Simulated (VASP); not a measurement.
A run of VASP 6.6.1:

Contents of INCAR:

```
SYSTEM = Bi2Te3
PREC = Accurate ; ENCUT = 520
EDIFF = 1E-6 ; ISMEAR = 0
SIGMA = 0.1 ; LREAL = .False.
LASPH = .True. ; NELM = 60
ALGO = Normal ; ISIF = 2
LWAVE = .False. ; LCHARG = .False.
LDIPOL = .True. ; IDIPOL = 3
DIPOL = 0.5 0.5 0.500 ; GGA = PE
NBANDS = 59
```

KPOINTS

```
Automatic mesh
0
Gamma
  9 9 1
  0 0 0
```

POSCAR

```
Bi2Te3
1.0
    4.4688131177      0.0000000000      0.0000000000
   -2.2344065589      3.8701056847      0.0000000000
    0.0000000000      0.0000000000     32.4659178032
Bi Te
4 6
Direct
    0.6666666667      0.3333333333      0.2310114886
    0.0000000000      0.0000000000      0.4653881449
    0.3333333333      0.6666666667      0.5346118551
    0.6666666667      0.3333333333      0.7689885114
    0.0000000000      0.0000000000      0.2861947480
    0.3333333333      0.6666666667      0.3482002753
    0.6666666667      0.3333333333      0.4102045613
    0.6666666667      0.3333333333      0.5897951145
    0.0000000000      0.0000000000      0.6518006418
    0.3333333333      0.6666666667      0.7138049278
```

Potentials or basis: VASP PAW PBE potentials, release 64 (Bi_d, Te).

The run is started by

```bash
$ cat potpaw_PBE.64/Bi_d/POTCAR potpaw_PBE.64/Te/POTCAR > POTCAR
$ mpirun -np 1 vasp_std > vasp.out
```

Hardware: 1 thread of Intel(R) Xeon(R) 6975P-C (Granite Rapids), with other jobs on the host.

Problem. Estimate the wall time of this run.

Solution. It took 13 min on 1 thread of Intel(R) Xeon(R) 6975P-C (Granite Rapids), with other jobs on the host, peak memory 0.84 GiB. Counts: scf iterations 34, k points 12.
